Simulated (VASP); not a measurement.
# GeH2W8C8 in VASP: single point with PBE

Aim: the single point of GeH2W8C8 with PBE.

All numbers are computed with VASP 6.6.1; they aren't measurements. Logs are shortened: lines on timing, memory, paths and dates and some standing lists are left out, and cuts for length are marked.

### 1 The cell of the first run

The cell holds a slab with vacuum, 19 atoms: a = 5.696 Å, b = 5.696 Å, c = 16.196 Å, α = 90.00°, β = 90.00°, γ = 120.00°.

### 2 Single point, PBE

INCAR

```
SYSTEM = GeH2W8C8
PREC = Accurate ; ENCUT = 520
EDIFF = 1E-6 ; ISMEAR = 0
SIGMA = 0.05 ; LREAL = Auto
LASPH = .TRUE. ; NELM = 100
ALGO = Normal ; ISIF = 2
LWAVE = .FALSE. ; LCHARG = .FALSE.
GGA = PE ; NBANDS = 95
```

KPOINTS

```
Automatic mesh
0
G
  4 4 1
  0 0 0
```

POSCAR

```
GeH2W8C8
1.0
    5.6955400000      0.0000000000      0.0000000000
   -2.8477700000      4.9324820000      0.0000000000
    0.0000000000      0.0000000000     16.1959050000
W C Ge H
8 8 1 2
Direct
    0.0000000000      0.0000000000      0.0617440026
   -0.0005336010     -0.0002153074      0.2411301499
    0.0000000000      0.5000000000      0.0617440026
    0.0000799270      0.5000713637      0.2338049032
    0.5000000000      0.0000000000      0.0617440026
    0.5003435174     -0.0001926008      0.2411034765
    0.5000000000      0.5000000000      0.0617440026
    0.5003821430      0.5007168805      0.2411181715
    0.3333269411      0.1667472887      0.1468753367
    0.3333594565      0.1669299553      0.3217042209
    0.3355616733      0.6678088232      0.1442364598
    0.3323200417      0.6663322846      0.3185425575
    0.8322571867      0.1644739910      0.1442286800
    0.8338552485      0.1678769431      0.3185065608
    0.8323165199      0.6677828728      0.1442418315
    0.8338791161      0.6663146465      0.3186748132
   -0.0001500507      0.5003993932      0.3886801633
    0.3337230149      0.1672802861      0.3891189779
    0.0009416685      0.4976287800      0.4824107081
```

Potentials or basis: VASP PAW PBE potentials, release 64 (W_sv, C, Ge_d, H).

Run with:

```sh
cat potpaw_PBE.64/W_sv/POTCAR potpaw_PBE.64/C/POTCAR potpaw_PBE.64/Ge_d/POTCAR potpaw_PBE.64/H/POTCAR > POTCAR
mpirun -np 1 vasp_std > vasp.out
```

OUTCAR:

```text
SYSTEM = GeH2W8C8
   PREC = Accurate
   ENCUT = 520
   EDIFF = 1E-6
   ISMEAR = 0
   LREAL = Auto
   LASPH = .TRUE.
   NELM = 100
   ISIF = 2
   GGA = PE

 ion  position               nearest neighbor table
   1  0.000  0.000  0.062-  13 2.11  15 2.11   9 2.15   7 2.85   3 2.85   3 2.85   7 2.85   5 2.85
                             5 2.85   2 2.91
   2  0.999  1.000  0.241-  14 2.07  16 2.07  10 2.10   9 2.25  13 2.27  15 2.27   8 2.84   6 2.84
                             4 2.85   4 2.85   6 2.85   8 2.85   1 2.91
   3  0.000  0.500  0.062-  15 2.13  13 2.13  11 2.13   4 2.79   5 2.85   1 2.85   1 2.85   5 2.85
                             7 2.85   7 2.85
   4  0.000  0.500  0.234-  14 2.14  12 2.14  16 2.14  15 2.20  11 2.20  13 2.20  17 2.51   3 2.79
                             8 2.85   2 2.85   6 2.85   6 2.85   8 2.85   2 2.85
   5  0.500  0.000  0.062-  11 2.11  13 2.11   9 2.15   7 2.85   3 2.85   7 2.85   3 2.85   1 2.85
                             1 2.85   6 2.90
   6  0.500  1.000  0.241-  14 2.07  12 2.07  10 2.10   9 2.25  13 2.27  11 2.27   8 2.84   2 2.84
                             4 2.85   4 2.85   2 2.85   8 2.85   5 2.90
   7  0.500  0.500  0.062-  11 2.11  15 2.11   9 2.15   5 2.85   1 2.85   5 2.85   1 2.85   3 2.85
                             3 2.85   8 2.91
   8  0.500  0.501  0.241-  12 2.07  16 2.07  10 2.10   9 2.25  11 2.27  15 2.27   2 2.84   6 2.84
                             4 2.85   4 2.85   6 2.85   2 2.85   7 2.91
   9  0.333  0.167  0.147-   7 2.15   1 2.15   5 2.15   2 2.25   6 2.25   8 2.25
  10  0.333  0.167  0.322-  18 1.09   8 2.10   2 2.10   6 2.10
  11  0.336  0.668  0.144-   5 2.11   7 2.11   3 2.13   4 2.20   8 2.27   6 2.27
  12  0.332  0.666  0.319-  17 1.99   6 2.07   8 2.07   4 2.14
  13  0.832  0.164  0.144-   1 2.11   5 2.11   3 2.13   4 2.20   6 2.27   2 2.27
  14  0.834  0.168  0.319-  17 2.00   6 2.07   2 2.07   4 2.14
  15  0.832  0.668  0.144-   1 2.11   7 2.11   3 2.13   4 2.20   8 2.27   2 2.27
  16  0.834  0.666  0.319-  17 1.99   2 2.07   8 2.07   4 2.14
  17  1.000  0.500  0.389-  19 1.52  16 1.99  12 1.99  14 2.00   4 2.51
  18  0.334  0.167  0.389-  10 1.09
  19  0.001  0.498  0.482-  17 1.52

  LATTYP: Found a hexagonal cell.
 ALAT       =     5.6955400000
 C/A-ratio  =     2.8436118437

  Lattice vectors:

 A1 = (   5.6955400000,   0.0000000000,   0.0000000000)
 A2 = (  -2.8477700000,   4.9324820000,   0.0000000000)
 A3 = (   0.0000000000,   0.0000000000,  16.1959050000)

Analysis of symmetry for initial positions (statically):
=====================================================================
 Subroutine PRICEL returns:
 Original cell was already a primitive cell.

 Routine SETGRP: Setting up the symmetry group for a
 hexagonal supercell.

 Subroutine GETGRP returns: Found  1 space group operations
 (whereof  1 operations were pure point group operations)
 out of a pool of 24 trial point group operations.

The static configuration has the point symmetry C_1 .

Analysis of symmetry for dynamics (positions and initial velocities):
=====================================================================
 Subroutine PRICEL returns:
 Original cell was already a primitive cell.

 Routine SETGRP: Setting up the symmetry group for a
 hexagonal supercell.

 Subroutine GETGRP returns: Found  1 space group operations
 (whereof  1 operations were pure point group operations)
 out of a pool of 24 trial point group operations.

The dynamic configuration has the point symmetry C_1 .

 Subroutine INISYM returns: Found  1 space group operations
 (whereof  1 operations are pure point group operations),
 and found     1 'primitive' translations

----------------------------------------------------------------------------------------

                                     Primitive cell

  volume of cell :     454.9940

  direct lattice vectors                    reciprocal lattice vectors
     5.695540000  0.000000000  0.000000000     0.175575977  0.101368844  0.000000000
    -2.847770000  4.932482000  0.000000000     0.000000000  0.202737689  0.000000000
     0.000000000  0.000000000 16.195905000     0.000000000  0.000000000  0.061744003

  length of vectors
     5.695540000  5.695539716 16.195905000     0.202737679  0.202737689  0.061744003

  position of ions in fractional coordinates (direct lattice)
     0.000000000  0.000000000  0.061744003
     0.999466399  0.999784693  0.241130150
     0.000000000  0.500000000  0.061744003
     0.000079927  0.500071364  0.233804903
     0.500000000  0.000000000  0.061744003
     0.500343517  0.999807399  0.241103477
[... 11 lines left out ...]
     0.333723015  0.167280286  0.389118978
     0.000941668  0.497628780  0.482410708

  ion indices of the primitive-cell ions
   primitive index   ion index
                 1           1
                 2           2
                 3           3
                 4           4
                 5           5
                 6           6
[... 11 lines left out ...]
                18          18
                19          19

----------------------------------------------------------------------------------------

 KPOINTS: Automatic mesh

Automatic generation of k-mesh.
 Grid dimensions read from file:
 generate k-points for:    4    4    1

 Generating k-lattice:

  Cartesian coordinates                     Fractional coordinates (reciprocal lattice)
     0.043893994  0.025342211  0.000000000     0.250000000  0.000000000  0.000000000
     0.000000000  0.050684422  0.000000000     0.000000000  0.250000000  0.000000000
     0.000000000  0.000000000  0.061744003     0.000000000  0.000000000  1.000000000

  Length of vectors
     0.050684420  0.050684422  0.061744003

  Shift w.r.t. Gamma in fractional coordinates (k-lattice)
     0.000000000  0.000000000  0.000000000

 Subroutine IBZKPT returns following result:
 ===========================================

 Found     10 irreducible k-points:

 Following reciprocal coordinates:
            Coordinates               Weight
  0.000000  0.000000  0.000000      1.000000
  0.250000  0.000000  0.000000      2.000000
  0.000000  0.250000  0.000000      2.000000
 -0.250000  0.250000  0.000000      2.000000
  0.500000  0.000000  0.000000      1.000000
  0.000000  0.500000  0.000000      1.000000
  0.500000  0.500000  0.000000      1.000000
  0.250000  0.250000  0.000000      2.000000
 -0.250000  0.500000  0.000000      2.000000
  0.500000  0.250000  0.000000      2.000000
   k-points           NKPTS =     10   k-points in BZ     NKDIM =     10   number of bands    NBANDS=     95
   number of dos      NEDOS =    301   number of ions     NIONS =     19
   total plane-waves  NPLWV = 211680
   dimension x,y,z NGX =    42 NGY =   42 NGZ =  120
   dimension x,y,z NGXF=    84 NGYF=   84 NGZF=  240
   ions per type =               8   8   1   2
   NGX,Y,Z   is equivalent  to a cutoff of  12.26, 12.26, 12.32 a.u.
   NGXF,Y,Z  is equivalent  to a cutoff of  24.52, 24.52, 24.64 a.u.
 SYSTEM =  GeH2W8C8
   PREC   = accura    normal or accurate (medium, high low for compatibility)
   ISTART =      0    job   : 0-new  1-cont  2-samecut
   ICHARG =      2    charge: 1-file 2-atom 10-const
   ISPIN  =      1    spin polarized calculation?
   LNONCOLLINEAR =      F non collinear calculations
   LSORBIT =      F    spin-orbit coupling
   LASPH  =      T    aspherical Exc in radial PAW
   ENCUT  =  520.0 eV  38.22 Ry    6.18 a.u.  10.59 10.59 30.11*2*pi/ulx,y,z
   NELM   =    100;   NELMIN=  2; NELMDL= -5     # of ELM steps
   EDIFF  = 0.1E-05   stopping-criterion for ELM
   LREAL  =      T    real-space projection
   EDIFFG = 0.1E-04   stopping-criterion for IOM
   NSW    =      0    number of steps for IOM
   IBRION =     -1    ionic relax: 0-MD 1-quasi-New 2-CG
   NFREE  =      0    steps in history (QN), initial steepest desc. (CG)
   ISIF   =      2    stress and relaxation
   ISYM   =      2    0-nonsym 1-usesym 2-fastsym
   POTIM  = 0.5000    time-step for ionic-motion
   TEBEG  =    0.0;   TEEND  =   0.0 temperature during run
   PSTRESS=    0.0 pullay stress
   NELECT =     160.0000    total number of electrons
   NUPDOWN=      -1.0000    fix difference up-down
   EMIN   =  10.00;   EMAX   =-10.00  energy-range for DOS
   EFERMI =   0.00;   METHOD = LEGACY
   ISMEAR =     0;   SIGMA  =   0.05  broadening in eV -4-tet -1-fermi 0-gaus
   EFERMI_NEDOS =   21; number of points for ismear=-14 and -15
   IALGO  =     38    algorithm
   IMIX   =      4    mixing-type and parameters
     AMIX     =   0.40;   BMIX     =  1.00
     AMIX_MAG =   1.60;   BMIX_MAG =  1.00
  volume/ion in A,a.u.               =      23.95       161.60
  Fermi-wavevector in a.u.,A,eV,Ry     =   1.155526  2.183627 18.167039  1.335240
  Thomas-Fermi vector in A             =   2.292154
   LORBIT       =      0    0 simple, 1 ext, 2 COOP (PROOUT), +10 PAW based schemes
   GGA     = PE    functional components
   LHFCALC =     F    Hartree Fock is set to
   AEXX    =    0.0000 exact exchange contribution
   IVDW    =     0    specifies the selected vdW correction
   LEPSILON=     F    determine dielectric tensor
   LRPA    =     F    only Hartree local field effects (RPA)
 non-spin polarized calculation
 Gauss-broadening in eV      SIGMA  =   0.05
  energy-cutoff  :      520.00
  volume of cell :      454.99
 maximum number of plane-waves:     12277
   NGX = 21   NGY = 21   NGZ = 61

 number of electron     159.9999999 magnetization

 Free energy of the ion-electron system (eV)
  ---------------------------------------------------
  ext. energy  EPLUGINS =         0.00000000
  ---------------------------------------------------
  free energy    TOTEN  =      -176.07647370 eV

  energy without entropy =     -176.06468038  energy(sigma->0) =     -176.07057704

 E-fermi :   1.5143     XC(G=0):  -6.8307

 val. band max:        1.4668869269   @ k =   0.2500   0.2500   0.0000
 cond. band min:       1.5548472257   @ k =   0.0000   0.2500   0.0000
 fundamental gap:      0.0879602988
 Fermi energy:         1.5143355742

 k-point     1 :       0.0000    0.0000    0.0000
  band No.  band energies     occupation
      1     -72.2666      2.00000
      2     -72.1940      2.00000
      3     -72.1940      2.00000
      4     -72.1914      2.00000
      5     -72.0566      2.00000
      6     -71.8299      2.00000
[... 939 lines left out ...]
     91       4.6873      0.00000
     92       4.9499      0.00000
 [bands above 92 left out]

------------------------ aborting loop because EDIFF is reached ----------------------------------------

  FORCE on cell =-STRESS in cart. coord.  units (eV):
  Direction    XX          YY          ZZ          XY          YZ          ZX
  --------------------------------------------------------------------------------------
  -------------------------------------------------------------------------------------
  Total       15.8162885     15.8600682      0.8319180      0.0149173     -0.0211732     -0.0073444
  in kB       55.6941428     55.8483049      2.9294458      0.0525284     -0.0745576     -0.0258621
  external PRESSURE =      38.1572978 kB  Pullay stress =       0.0000000 kB

 VOLUME and BASIS-vectors are now :
 -----------------------------------------------------------------------------
  energy-cutoff  :      520.00
  volume of cell :      454.99
      direct lattice vectors                 reciprocal lattice vectors
     5.695540000  0.000000000  0.000000000     0.175575977  0.101368844  0.000000000
    -2.847770000  4.932482000  0.000000000     0.000000000  0.202737689  0.000000000
     0.000000000  0.000000000 16.195905000     0.000000000  0.000000000  0.061744003

 POSITION                                       TOTAL-FORCE (eV/Angst)
 -----------------------------------------------------------------------------------
      0.00000      0.00000      1.00000         0.068548      0.041340      0.181472
      2.84534      4.93142      3.90532        -0.006008     -0.002161     -0.019453
     -1.42389      2.46624      1.00000         0.001062      0.001225     -0.770718
     -1.42363      2.46659      3.78668        -0.002348     -0.000109     -0.016605
      2.84777      0.00000      1.00000        -0.068389      0.041947      0.179088
      0.00250      4.93153      3.90489         0.002489     -0.002886     -0.017293
[... 11 lines left out ...]
      1.42436      0.82511      6.30213        -0.000350     -0.004540      0.013641
     -1.41177      2.45455      7.81308        -0.001525      0.002192     -0.004923
 -----------------------------------------------------------------------------------
    total drift:                               -0.001483      0.000935     -0.006951

  FREE ENERGIE OF THE ION-ELECTRON SYSTEM (eV)
  ---------------------------------------------------
  free  energy   TOTEN  =      -176.0764737023 eV

  energy  without entropy=     -176.0646803818  energy(sigma->0) =     -176.07057704
```

Run time: 12 min. Hardware: 1 thread of Intel Xeon 6975P-C (Granite Rapids), shared host; peak memory 0.66 GiB.

Results:

```
Free energy            : -176.0765 eV
Largest force          : 0.771 eV/Å
Band gap on the k mesh : zero (bands 80 and 81 overlap by 0.62 eV)
```

Forces in eV/Å, atoms in the order of the input:
```
W    0.069  0.041  0.181
W   -0.006 -0.002 -0.019
W    0.001  0.001 -0.771
W   -0.002  0.000 -0.017
W   -0.068  0.042  0.179
W    0.002 -0.003 -0.017
W    0.001 -0.076  0.182
W   -0.002  0.004 -0.018
C    0.002  0.001 -0.023
C    0.000  0.001  0.043
C    0.006  0.001 -0.001
C    0.002 -0.002  0.086
C    0.000 -0.006  0.002
C    0.003 -0.003  0.084
C   -0.004  0.001  0.001
C   -0.001 -0.001  0.085
Ge   0.001  0.002  0.013
H    0.000 -0.005  0.014
H   -0.002  0.002 -0.005
```

Caveat: there is no dipole correction, which matters where the two faces differ; spin-orbit coupling is left out, which moves the levels of the heavy elements.

The gap in the log of VASP goes by the Fermi energy; the results here count the filled bands.